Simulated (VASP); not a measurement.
# Ir (P6_3/mmc) in VASP: a series of runs, part 2 of 2

VASP 6.6.1. The steps go on from the part before.

## (3) Single point, RPBE (volume scaled by 0.88)

File INCAR:

```
PREC     = Accurate       # precision mode
ENCUT    = 520            # plane-wave cutoff, eV
EDIFF    = 1E-7           # SCF threshold, eV
ISMEAR   = -1             # smearing method
SIGMA    = 0.1            # smearing width, eV
LREAL    = False          # projectors in reciprocal space
LASPH    = True           # aspherical terms in the spheres
NELM     = 80             # most SCF steps
ALGO     = Normal         # electronic algorithm
ISIF     = 2              # what is computed and relaxed
LWAVE    = False          # write WAVECAR
LCHARG   = True           # write CHGCAR
GGA      = RP             # functional
LELF     = True           # ELF
LVHAR    = True         
NBANDS   = 16             # bands
```

File KPOINTS:

```
regular mesh
0
Gamma
  15 15 8
```

File POSCAR:

```
Ir
1.0
    2.6447795588      0.0000000000      0.0000000000
   -1.3223897794      2.2904462853      0.0000000000
    0.0000000000      0.0000000000      4.2886424580
Ir
2
Direct
    0.3333333333      0.6666666667      0.2500000000
    0.6666666667      0.3333333333      0.7500000000
```

Potentials or basis: VASP PAW PBE potentials, release 64 (Ir).

Launch:

```
> cat potpaw_PBE.64/Ir/POTCAR > POTCAR
> mpirun -np 1 vasp_std > vasp.out
```

OUTCAR:

```text
PREC = Accurate
   ENCUT = 520
   EDIFF = 1E-7
   ISMEAR = -1
   LREAL = False
   LASPH = True
   NELM = 80
   ISIF = 2
   GGA = RP

 ion  position               nearest neighbor table
   1  0.333  0.667  0.250-   2 2.63   2 2.63   2 2.63   2 2.63   2 2.63   2 2.63
   2  0.667  0.333  0.750-   1 2.63   1 2.63   1 2.63   1 2.63   1 2.63   1 2.63

  LATTYP: Found a hexagonal cell.
 ALAT       =     2.6447795588
 C/A-ratio  =     1.6215500622

  Lattice vectors:

[... 643 lines left out ...]
 [... further k-points ...]

------------------------ aborting loop because EDIFF is reached ----------------------------------------

  FORCE on cell =-STRESS in cart. coord.  units (eV):
  Direction    XX          YY          ZZ          XY          YZ          ZX
  --------------------------------------------------------------------------------------
  -------------------------------------------------------------------------------------
  Total        9.4342831      9.4342831      9.6170136      0.0000000     -0.0000000      0.0000000
  in kB      581.8218847    581.8218847    593.0910614      0.0000000     -0.0000000      0.0000000
  external PRESSURE =     585.5782770 kB  Pullay stress =       0.0000000 kB

 VOLUME and BASIS-vectors are now :
 -----------------------------------------------------------------------------
  energy-cutoff  :      520.00
  volume of cell :       25.98
      direct lattice vectors                 reciprocal lattice vectors
     2.644779559  0.000000000  0.000000000     0.378103346  0.218298068  0.000000000
    -1.322389779  2.290446285  0.000000000     0.000000000  0.436596137  0.000000000
     0.000000000  0.000000000  4.288642458     0.000000000  0.000000000  0.233174019

 POSITION                                       TOTAL-FORCE (eV/Angst)
 -----------------------------------------------------------------------------------
     -0.00000      1.52696      1.07216        -0.000000      0.000000      0.000000
      1.32239      0.76348      3.21648         0.000000     -0.000000      0.000000
 -----------------------------------------------------------------------------------
    total drift:                               -0.000000      0.000000     -0.000000

  FREE ENERGIE OF THE ION-ELECTRON SYSTEM (eV)
  ---------------------------------------------------
  free  energy   TOTEN  =       -15.7053161930 eV

  energy  without entropy=      -15.6396475049  energy(sigma->0) =      -15.67248185
```

Wall time 21 s (1 thread of Intel Xeon 6975P-C (Granite Rapids), shared host); peak memory 0.17 GiB.

Results:

- Free energy: -15.7053 eV
- Pressure: 58.6 GPa
- Band gap on the k mesh: zero (band 9 reaches 13.32 eV, above the bottom of band 10 at 9.53 eV)

Levels at points of the mesh, in eV from the Fermi level:
| k point | band 6 | band 7 | band 8 | band 9 | band 10 | band 11 | band 12 | band 13 |
| --- | --- | --- | --- | --- | --- | --- | --- | --- |
| (0.00, 0.00, 0.00) | -3.66 | -3.66 | -2.74 | -2.74 | -1.05 | 0.30 | 0.30 | 7.95 |
| (0.00, 0.00, 0.50) | -4.55 | -4.55 | -4.55 | -0.53 | -0.53 | -0.53 | -0.53 | 13.58 |

Caveat: the PAW data sets were made with another functional, which shifts forces and pressure a little; spin-orbit coupling is left out, which moves the levels of the heavy elements.

## (4) Single point, RPBE (volume scaled by 0.92)

File INCAR:

```
ALGO = Normal
EDIFF = 1E-6
ENCUT = 520
GGA = RP
ISIF = 2
ISMEAR = -1
LASPH = True
LCHARG = False
LREAL = False
LWAVE = False
NBANDS = 16
NELM = 60
PREC = Accurate
SIGMA = 0.1
```

File KPOINTS:

```
k-points
0
Gamma
  15 15 8
```

File POSCAR:

```
Ir
1.0
    2.6842597011      0.0000000000      0.0000000000
   -1.3421298506      2.3246370915      0.0000000000
    0.0000000000      0.0000000000      4.3526614852
Ir
2
Direct
    0.3333333333      0.6666666667      0.2500000000
    0.6666666667      0.3333333333      0.7500000000
```

Launch:

```
> cat potpaw_PBE.64/Ir/POTCAR > POTCAR
> mpirun -np 1 vasp_std > vasp.out
```

Run time: 18 s. Hardware: 1 thread of Intel Xeon 6975P-C (Granite Rapids), shared host; peak memory 0.17 GiB.

Results (log left out):

```yaml
Free_energy: -16.0440 eV
Pressure: 34.2 GPa
Band_gap_on_the_k_mesh: zero (band 9 reaches 12.39 eV, above the bottom of band 10 at 8.87 eV)
```

Stress tensor (GPa, compression positive):
```
33.99  0.00  0.00
 0.00 33.99  0.00
 0.00  0.00 34.57
```

Levels at points of the mesh, in eV from the Fermi level:
```csv
k point,band 5,band 6,band 7,band 8,band 9,band 10,band 11,band 12,band 13,band 14
"(0.00, 0.00, 0.00)",-4.12,-3.41,-3.41,-2.55,-2.55,-0.94,0.28,0.28,7.51,14.13
"(0.00, 0.00, 0.50)",-4.25,-4.25,-4.25,-4.25,-0.50,-0.50,-0.50,-0.50,13.61,13.61
```

Caveat: the PAW data sets were made with another functional, which shifts forces and pressure a little; spin-orbit coupling is left out, which moves the levels of the heavy elements.

## (5) Single point, RPBE (volume scaled by 0.96)

File INCAR:

```
ALGO = Normal
EDIFF = 1E-7
ENCUT = 520
GGA = RP
ISIF = 2
ISMEAR = -1
LASPH = True
LCHARG = False
LREAL = False
LWAVE = False
NBANDS = 16
NELM = 80
PREC = Accurate
SIGMA = 0.1
```

KPOINTS is that of step 4.

File POSCAR:

```
Ir
1.0
    2.7226114498      0.0000000000      0.0000000000
   -1.3613057249      2.3578506802      0.0000000000
    0.0000000000      0.0000000000      4.4148507657
Ir
2
Direct
    0.3333333333      0.6666666667      0.2500000000
    0.6666666667      0.3333333333      0.7500000000
```

Launch:

```
> cat potpaw_PBE.64/Ir/POTCAR > POTCAR
> mpirun -np 1 vasp_std > vasp.out
```

It took 20 s on 1 thread of Intel Xeon 6975P-C (Granite Rapids), shared host; peak memory 0.18 GiB.

The run converged. Its results:

* Free energy: -16.2234 eV
* Pressure: 15.1 GPa
* Band gap on the k mesh: zero (band 9 reaches 11.54 eV, above the bottom of band 10 at 8.27 eV)

Stress tensor (GPa, compression positive):
```
15.05  0.00  0.00
 0.00 15.05  0.00
 0.00  0.00 15.23
```

Levels at points of the mesh, in eV from the Fermi level:
```
           k point  band 5  band 6  band 7  band 8  band 9  band 10  band 11  band 12  band 13  band 14
(0.00, 0.00, 0.00)   -3.85   -3.19   -3.19   -2.39   -2.39    -0.82     0.27     0.27     7.10    14.22
(0.00, 0.00, 0.50)   -3.97   -3.97   -3.97   -3.97   -0.48    -0.48    -0.48    -0.48    13.60    13.60
```

Caveat: the PAW data sets were made with another functional, which shifts forces and pressure a little; spin-orbit coupling is left out, which moves the levels of the heavy elements.

## (6) The runs side by side

| cell | k mesh | gap on the mesh (eV) | pressure (GPa) |
| --- | --- | --- | --- |
| a = 2.760, b = 2.760, c = 4.475 Å, angles 90.0, 90.0, 120.0°, 2 atoms | 13 × 13 × 7 | none | 0.3 |
| a = 2.645, b = 2.645, c = 4.289 Å, angles 90.0, 90.0, 120.0°, 2 atoms | 15 × 15 × 8 | none | 58.6 |
| a = 2.684, b = 2.684, c = 4.353 Å, angles 90.0, 90.0, 120.0°, 2 atoms | 15 × 15 × 8 | none | 34.2 |
| a = 2.723, b = 2.723, c = 4.415 Å, angles 90.0, 90.0, 120.0°, 2 atoms | 15 × 15 × 8 | none | 15.1 |

Alike in all rows: task single point; level RPBE; potentials or basis VASP PAW PBE potentials, release 64 (Ir); no spin polarisation; cutoff (eV) 520; smearing fermi-dirac 0.1 eV.

Caveats: the PAW data sets were made with another functional, which shifts forces and pressure a little; spin-orbit coupling is left out, which moves the levels of the heavy elements.

Absolute energies hang on the potentials; compare differences alone.
